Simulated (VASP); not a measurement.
# Al2O3 (R-3c) in VASP: further runs

Al2O3 is run at these levels: PBEsol; tasks: single point.

Everything below comes from runs of VASP 6.6.1. Logs are shortened: lines on timing, memory, paths and dates and some standing lists are left out, and cuts for length are marked.

### 1 The cell of the first run

Symmetry: R-3c, No. 167, trigonal system. The conventional cell has a = 4.492 Å, b = 4.492 Å, c = 14.695 Å, α = 90.00°, β = 90.00°, γ = 120.00°. Al (site symmetry 3) has 6 O at 1.91 to 1.92 Å within 2.5 Å. O (site symmetry 2) has 4 Al at 1.91 to 1.92 Å and 2 O at 2.38 Å within 2.5 Å.

### 2 Single point, PBEsol

Contents of INCAR:

```
PREC = Accurate
ENCUT = 520
EDIFF = 1E-7
ISMEAR = 0
SIGMA = 0.05
LREAL = False
LASPH = True
NELM = 80
ALGO = Normal
ISIF = 2
LWAVE = False
LCHARG = False
GGA = PS
NBANDS = 35
```

Contents of KPOINTS:

```
Automatic mesh
0
Gamma
  6 6 6
```

Contents of POSCAR:

```
Al2O3
1.0
    2.2459200283      1.2966825329      4.8983515818
   -2.2459200283      1.2966825329      4.8983515818
    0.0000000000     -2.5933650659      4.8983515818
Al O
4 6
Direct
    0.8405082487      0.8405082487      0.8405082487
    0.6594917513      0.6594917513      0.6594917513
    0.1594917513      0.1594917513      0.1594917513
    0.3405082487      0.3405082487      0.3405082487
    0.0558571577      0.4441428423      0.7500000000
    0.7500000000      0.0558571577      0.4441428423
    0.4441428423      0.7500000000      0.0558571577
    0.9441428423      0.5558571577      0.2500000000
    0.2500000000      0.9441428423      0.5558571577
    0.5558571577      0.2500000000      0.9441428423
```

Potentials or basis: VASP PAW PBE potentials, release 64 (Al, O).

The run is started by

```console
$ cat potpaw_PBE.64/Al/POTCAR potpaw_PBE.64/O/POTCAR > POTCAR
$ mpirun -np 1 vasp_std > vasp.out
```

OUTCAR:

```text
PREC = Accurate
   ENCUT = 520
   EDIFF = 1E-7
   ISMEAR = 0
   LREAL = False
   LASPH = True
   NELM = 80
   ISIF = 2
   GGA = PS

 ion  position               nearest neighbor table
   1  0.841  0.841  0.841-   5 1.91   7 1.91   6 1.91  10 1.92   9 1.92   8 1.92   3 2.60   3 2.60
                             3 2.60   2 2.66
   2  0.659  0.659  0.659-   5 1.91   6 1.91   7 1.91   9 1.92  10 1.92   8 1.92   4 2.60   4 2.60
                             4 2.60   1 2.66
   3  0.159  0.159  0.159-   8 1.91  10 1.91   9 1.91   7 1.92   6 1.92   5 1.92   1 2.60   1 2.60
                             1 2.60   4 2.66
   4  0.341  0.341  0.341-   8 1.91   9 1.91  10 1.91   6 1.92   7 1.92   5 1.92   2 2.60   2 2.60
                             2 2.60   3 2.66
   5  0.056  0.444  0.750-   1 1.91   2 1.91   3 1.92   4 1.92
   6  0.750  0.056  0.444-   2 1.91   1 1.91   4 1.92   3 1.92
   7  0.444  0.750  0.056-   1 1.91   2 1.91   3 1.92   4 1.92
   8  0.944  0.556  0.250-   3 1.91   4 1.91   1 1.92   2 1.92
   9  0.250  0.944  0.556-   4 1.91   3 1.91   2 1.92   1 1.92
  10  0.556  0.250  0.944-   3 1.91   4 1.91   1 1.92   2 1.92

  LATTYP: Found a trigonal (rhomboedric) cell.
 ALAT       =     5.5425076079
 COS(alpha) =     0.6715978620

  Lattice vectors:

 A1 = (   2.2459200283,   1.2966825329,   4.8983515818)
 A2 = (  -2.2459200283,   1.2966825329,   4.8983515818)
 A3 = (   0.0000000000,  -2.5933650659,   4.8983515818)

Analysis of symmetry for initial positions (statically):
=====================================================================
 Subroutine PRICEL returns:
 Original cell was already a primitive cell.

 Routine SETGRP: Setting up the symmetry group for a
 trigonal (rhombohedral) supercell.

 Subroutine GETGRP returns: Found 12 space group operations
 (whereof  6 operations were pure point group operations)
 out of a pool of 12 trial point group operations.

The static configuration has the point symmetry S_6 .
 The point group associated with its full space group is D_3d.

Analysis of symmetry for dynamics (positions and initial velocities):
=====================================================================
 Subroutine PRICEL returns:
 Original cell was already a primitive cell.

 Routine SETGRP: Setting up the symmetry group for a
 trigonal (rhombohedral) supercell.

 Subroutine GETGRP returns: Found 12 space group operations
 (whereof  6 operations were pure point group operations)
 out of a pool of 12 trial point group operations.

The dynamic configuration has the point symmetry S_6 .
 The point group associated with its full space group is D_3d.

[... 119 lines left out ...]
   NFREE  =      0    steps in history (QN), initial steepest desc. (CG)
   ISIF   =      2    stress and relaxation
   ISYM   =      2    0-nonsym 1-usesym 2-fastsym
   POTIM  = 0.5000    time-step for ionic-motion
   TEBEG  =    0.0;   TEEND  =   0.0 temperature during run
   PSTRESS=    0.0 pullay stress
   NELECT =      48.0000    total number of electrons
   NUPDOWN=      -1.0000    fix difference up-down
   EMIN   =  10.00;   EMAX   =-10.00  energy-range for DOS
   EFERMI =   0.00;   METHOD = LEGACY
   ISMEAR =     0;   SIGMA  =   0.05  broadening in eV -4-tet -1-fermi 0-gaus
   EFERMI_NEDOS =   21; number of points for ismear=-14 and -15
   IALGO  =     38    algorithm
   IMIX   =      4    mixing-type and parameters
     AMIX     =   0.40;   BMIX     =  1.00
     AMIX_MAG =   1.60;   BMIX_MAG =  1.00
  volume/ion in A,a.u.               =       8.56        57.76
  Fermi-wavevector in a.u.,A,eV,Ry     =   1.350037  2.551199 24.797961  1.822599
  Thomas-Fermi vector in A             =   2.477574
   LORBIT       =      0    0 simple, 1 ext, 2 COOP (PROOUT), +10 PAW based schemes
   GGA     = PS    functional components
   LHFCALC =     F    Hartree Fock is set to
   AEXX    =    0.0000 exact exchange contribution
   IVDW    =     0    specifies the selected vdW correction
   LEPSILON=     F    determine dielectric tensor
   LRPA    =     F    only Hartree local field effects (RPA)
 non-spin polarized calculation
 Gauss-broadening in eV      SIGMA  =   0.05
  energy-cutoff  :      520.00
  volume of cell :       85.59
 maximum number of plane-waves:      2334
 NGX is ok and might be reduce to    42

 number of electron      48.0000007 magnetization

 Free energy of the ion-electron system (eV)
  ---------------------------------------------------
  ext. energy  EPLUGINS =         0.00000000
  ---------------------------------------------------
  free energy    TOTEN  =       -75.85065575 eV

  energy without entropy =      -75.85065575  energy(sigma->0) =      -75.85065575

 E-fermi :   6.9216     XC(G=0): -11.8873

 val. band max:        6.6920408333   @ k =   0.0000   0.0000   0.0000
 cond. band min:      11.1868473431   @ k =   0.0000   0.0000   0.0000
 fundamental gap:      4.4948065098
 Fermi energy:         6.9215677559

 k-point     1 :       0.0000    0.0000    0.0000
  band No.  band energies     occupation
      1     -13.3115      2.00000
      2     -11.6593      2.00000
      3     -10.2710      2.00000
      4     -10.2710      2.00000
      5     -10.0379      2.00000
      6     -10.0379      2.00000
[... 901 lines left out ...]
     34      18.9581      0.00000
     35      19.3080      0.00000

 [... further k-points ...]
[... 5 lines left out ...]
  --------------------------------------------------------------------------------------
  -------------------------------------------------------------------------------------
  Total       15.5153515     15.5153515    -25.4310541      0.0000000      0.0000000      0.0000000
  in kB      290.4310534    290.4310534   -476.0425695      0.0000000      0.0000000      0.0000000
  external PRESSURE =      34.9398457 kB  Pullay stress =       0.0000000 kB

 VOLUME and BASIS-vectors are now :
 -----------------------------------------------------------------------------
  energy-cutoff  :      520.00
  volume of cell :       85.59
      direct lattice vectors                 reciprocal lattice vectors
     2.245920028  1.296682533  4.898351582     0.222625914  0.128533132  0.068050104
    -2.245920028  1.296682533  4.898351582    -0.222625914  0.128533132  0.068050104
     0.000000000 -2.593365066  4.898351582     0.000000000 -0.257066263  0.068050104

 POSITION                                       TOTAL-FORCE (eV/Angst)
 -----------------------------------------------------------------------------------
      0.00000     -0.00000     12.35131         0.000000     -0.000000      1.568365
      0.00000     -0.00000      9.69127         0.000000      0.000000     -1.568365
      0.00000     -0.00000      2.34374         0.000000      0.000000     -1.568365
      0.00000     -0.00000      5.00379         0.000000     -0.000000      1.568365
     -0.87206     -1.29668      6.12294         1.220094      0.000000      0.000000
      1.55899     -0.10688      6.12294        -0.610047      1.056633      0.000000
     -0.68693      1.40357      6.12294        -0.610047     -1.056633      0.000000
      0.87206      1.29668      8.57212        -1.220094      0.000000      0.000000
     -1.55899      0.10688      8.57212         0.610047     -1.056633      0.000000
      0.68693     -1.40357      8.57212         0.610047      1.056633      0.000000
 -----------------------------------------------------------------------------------
    total drift:                               -0.000000     -0.000000     -0.000000

  FREE ENERGIE OF THE ION-ELECTRON SYSTEM (eV)
  ---------------------------------------------------
  free  energy   TOTEN  =       -75.8506557507 eV

  energy  without entropy=      -75.8506557507  energy(sigma->0) =      -75.85065575
```

Wall time 73 s (1 thread of AMD EPYC 9R45 (Zen 5), shared host); peak memory 0.24 GiB.

What came out:

```
Free energy            : -75.8507 eV
Pressure               : 3.5 GPa
Largest force          : 1.568 eV/Å
Band gap on the k mesh : 4.49 eV
```

Forces in eV/Å, atoms in the order of the input:
```
Al   0.000  0.000  1.568
Al   0.000  0.000 -1.568
Al   0.000  0.000 -1.568
Al   0.000  0.000  1.568
O    1.220  0.000  0.000
O   -0.610  1.057  0.000
O   -0.610 -1.057  0.000
O   -1.220  0.000  0.000
O    0.610 -1.057  0.000
O    0.610  1.057  0.000
```

Levels at points of the mesh, in eV from the valence-band top:
```
           k point  band 21  band 22  band 23  band 24  band 25  band 26  band 27  band 28
(0.00, 0.00, 0.00)    -0.41    -0.41     0.00     0.00     4.49     8.18     8.18     9.56
(0.50, 0.00, 0.00)    -1.13    -1.13    -0.83    -0.83     6.87     6.87     8.27     8.27
(0.50, 0.50, 0.00)    -1.41    -1.03    -1.03    -0.68     7.03     8.31     9.08     9.27
(0.50, 0.50, 0.50)    -0.21    -0.21    -0.21    -0.21     7.89     7.89    10.09    10.09
```

Caveat: the stress differs along the axes, from -48 to 29 GPa; the PAW data sets were made with another functional, which shifts forces and pressure a little.

### 3 Single point, PBEsol

This run uses another cell than the first one, of the same volume but with other edges.

Contents of INCAR:

```
SYSTEM = Al2O3
ALGO = Normal ; EDIFF = 1E-6
ENCUT = 520 ; GGA = PS
ISIF = 2 ; ISMEAR = 0
LASPH = .TRUE. ; LCHARG = .TRUE.
LELF = .TRUE. ; LREAL = .FALSE.
LVHAR = .TRUE. ; LWAVE = .FALSE.
NBANDS = 35 ; NELM = 100
PREC = Accurate ; SIGMA = 0.05
```

Contents of KPOINTS:

```
k-points
0
G
  6 6 6
  0 0 0
```

Contents of POSCAR:

```
Al2O3
1.0
    2.4421693582      1.4099871363      4.1427332879
   -2.4421693582      1.4099871363      4.1427332879
    0.0000000000     -2.8199742727      4.1427332879
Al O
4 6
Direct
    0.8481927811      0.8481927811      0.8481927811
    0.6518072189      0.6518072189      0.6518072189
    0.1518072189      0.1518072189      0.1518072189
    0.3481927811      0.3481927811      0.3481927811
    0.0558571577      0.4441428423      0.7500000000
    0.7500000000      0.0558571577      0.4441428423
    0.4441428423      0.7500000000      0.0558571577
    0.9441428423      0.5558571577      0.2500000000
    0.2500000000      0.9441428423      0.5558571577
    0.5558571577      0.2500000000      0.9441428423
```

Potentials or basis: VASP PAW PBE potentials, release 64 (Al, O).

The run is started by

```console
$ cat potpaw_PBE.64/Al/POTCAR potpaw_PBE.64/O/POTCAR > POTCAR
$ mpirun -np 1 vasp_std > vasp.out
```

Wall time 58 s (1 thread of AMD EPYC 9R45 (Zen 5), shared host); peak memory 0.24 GiB.

Results (log left out):

```
Free energy            : -78.1164 eV
Pressure               : 0.6 GPa
Largest force          : 1.679 eV/Å
Band gap on the k mesh : 5.54 eV
```

Forces on the atoms (eV/Å):
```
Al   0.000  0.000  1.679
Al   0.000  0.000 -1.679
Al   0.000  0.000 -1.679
Al   0.000  0.000  1.679
O   -0.022  0.000  0.000
O    0.011 -0.019  0.000
O    0.011  0.019  0.000
O    0.022  0.000  0.000
O   -0.011  0.019  0.000
O   -0.011 -0.019  0.000
```

Stress tensor (GPa, compression positive):
```
-10.18   0.00   0.00
  0.00 -10.18   0.00
  0.00   0.00  22.29
```

Levels at points of the mesh, in eV from the valence-band top:
```tsv
k point	band 22	band 23	band 24	band 25	band 26	band 27
(0.00, 0.00, 0.00)	-0.63	-0.63	0.00	5.54	7.93	10.49
(0.50, 0.00, 0.00)	-1.17	-0.53	-0.53	8.66	8.66	9.28
(0.50, 0.50, 0.00)	-1.34	-0.96	-0.44	8.48	9.13	9.25
(0.50, 0.50, 0.50)	-0.96	-0.96	-0.96	7.80	7.80	10.82
```

Caveat: the stress differs along the axes, from -10 to 22 GPa; the PAW data sets were made with another functional, which shifts forces and pressure a little. A k mesh can miss the band edges.

### 4 Single point, PBEsol

This run uses another cell than the first one, of the same volume but with other edges.

Contents of INCAR:

```
ALGO     = Normal         # electronic algorithm
EDIFF    = 1E-7           # SCF threshold, eV
ENCUT    = 520            # plane-wave cutoff, eV
GGA      = PS             # functional
ISIF     = 2              # what is computed and relaxed
ISMEAR   = 0              # smearing method
LASPH    = True           # aspherical terms in the spheres
LCHARG   = True           # write CHGCAR
LELF     = True           # ELF
LREAL    = False          # projectors in reciprocal space
LVHAR    = True         
LWAVE    = False          # write WAVECAR
NBANDS   = 35             # bands
NELM     = 60             # most SCF steps
PREC     = Accurate       # precision mode
SIGMA    = 0.05           # smearing width, eV
```

Contents of KPOINTS:

```
k-points
0
Gamma
  6 6 6
```

POSCAR, as its differences from that of step 3:

```diff
@@ -8,6 +8,6 @@
 Direct
-    0.8481927811      0.8481927811      0.8481927811
-    0.6518072189      0.6518072189      0.6518072189
-    0.1518072189      0.1518072189      0.1518072189
-    0.3481927811      0.3481927811      0.3481927811
+    0.8405082487      0.8405082487      0.8405082487
+    0.6594917513      0.6594917513      0.6594917513
+    0.1594917513      0.1594917513      0.1594917513
+    0.3405082487      0.3405082487      0.3405082487
     0.0558571577      0.4441428423      0.7500000000
```

The run is started by

```console
$ cat potpaw_PBE.64/Al/POTCAR potpaw_PBE.64/O/POTCAR > POTCAR
$ mpirun -np 1 vasp_std > vasp.out
```

Run time: 60 s. Hardware: 1 thread of AMD EPYC 9R45 (Zen 5), shared host; peak memory 0.23 GiB.

The run converged. Its results:

```
Free energy            : -76.9691 eV
Pressure               : 5.5 GPa
Largest force          : 4.500 eV/Å
Band gap on the k mesh : 5.70 eV
```

Forces on the atoms (eV/Å):
```
Al   0.000  0.000  4.500
Al   0.000  0.000 -4.500
Al   0.000  0.000 -4.500
Al   0.000  0.000  4.500
O    0.273  0.000  0.000
O   -0.136  0.236  0.000
O   -0.136 -0.236  0.000
O   -0.273  0.000  0.000
O    0.136 -0.236  0.000
O    0.136  0.236  0.000
```

Stress tensor (GPa, compression positive):
```
-10.15   0.00   0.00
  0.00 -10.15   0.00
  0.00   0.00  36.66
```

Levels at points of the mesh, in eV from the valence-band top:
```csv
k point,band 22,band 23,band 24,band 25,band 26,band 27
"(0.00, 0.00, 0.00)",-0.61,-0.61,0.00,5.70,7.86,10.58
"(0.50, 0.00, 0.00)",-1.08,-0.53,-0.53,8.86,8.86,9.34
"(0.50, 0.50, 0.00)",-1.17,-1.03,-0.34,8.61,9.14,9.40
"(0.50, 0.50, 0.50)",-0.91,-0.91,-0.91,7.86,7.86,11.30
```

Caveat: the stress differs along the axes, from -10 to 37 GPa; the PAW data sets were made with another functional, which shifts forces and pressure a little. A k mesh can miss the band edges.

### 5 Single point, PBEsol

This run uses another cell than the first one, of the same volume but with other edges.

Contents of INCAR:

```
SYSTEM = Al2O3
PREC = Accurate
ENCUT = 520
EDIFF = 1E-6
ISMEAR = 0
SIGMA = 0.05
LREAL = .FALSE.
LASPH = .TRUE.
NELM = 80
ALGO = Normal
ISIF = 2
LWAVE = .FALSE.
LCHARG = .TRUE.
GGA = PS
LELF = .TRUE.
LVHAR = .TRUE.
NBANDS = 35
```

Contents of KPOINTS:

```
Automatic mesh
0
G
  6 6 6
  0 0 0
```

Contents of POSCAR:

```
Al2O3
1.0
    2.5709366441      1.4843309635      3.7381418805
   -2.5709366441      1.4843309635      3.7381418805
    0.0000000000     -2.9686619271      3.7381418805
Al O
4 6
Direct
    0.8481927811      0.8481927811      0.8481927811
    0.6518072189      0.6518072189      0.6518072189
    0.1518072189      0.1518072189      0.1518072189
    0.3481927811      0.3481927811      0.3481927811
    0.0558571577      0.4441428423      0.7500000000
    0.7500000000      0.0558571577      0.4441428423
    0.4441428423      0.7500000000      0.0558571577
    0.9441428423      0.5558571577      0.2500000000
    0.2500000000      0.9441428423      0.5558571577
    0.5558571577      0.2500000000      0.9441428423
```

The run is started by

```console
$ cat potpaw_PBE.64/Al/POTCAR potpaw_PBE.64/O/POTCAR > POTCAR
$ mpirun -np 1 vasp_std > vasp.out
```

Wall time 48 s (1 thread of AMD EPYC 9R45 (Zen 5), shared host); peak memory 0.2 GiB.

It converged, with:

```
Free energy            : -74.7304 eV
Pressure               : 3.2 GPa
Largest force          : 4.242 eV/Å
Band gap on the k mesh : 3.79 eV
```

Forces on the atoms (eV/Å):
```
Al   0.000  0.000  4.242
Al   0.000  0.000 -4.242
Al   0.000  0.000 -4.242
Al   0.000  0.000  4.242
O   -0.338  0.000  0.000
O    0.169 -0.293  0.000
O    0.169  0.293  0.000
O    0.338  0.000  0.000
O   -0.169  0.293  0.000
O   -0.169 -0.293  0.000
```

Stress tensor (GPa, compression positive):
```
-26.67   0.00   0.00
  0.00 -26.67   0.00
  0.00   0.00  62.98
```

Levels at points of the mesh, in eV from the valence-band top:
| k point | band 22 | band 23 | band 24 | band 25 | band 26 | band 27 |
| --- | --- | --- | --- | --- | --- | --- |
| (0.00, 0.00, 0.00) | -1.06 | -1.06 | 0.00 | 3.79 | 6.32 | 7.96 |
| (0.50, 0.00, 0.00) | -1.37 | -0.79 | -0.79 | 6.60 | 6.60 | 8.02 |
| (0.50, 0.50, 0.00) | -1.71 | -1.26 | -0.56 | 6.40 | 7.04 | 7.38 |
| (0.50, 0.50, 0.50) | -1.83 | -1.83 | -1.83 | 6.29 | 6.29 | 8.57 |

Caveat: the stress differs along the axes, from -27 to 63 GPa; the PAW data sets were made with another functional, which shifts forces and pressure a little.

(Part 1 of 2 ends here.)
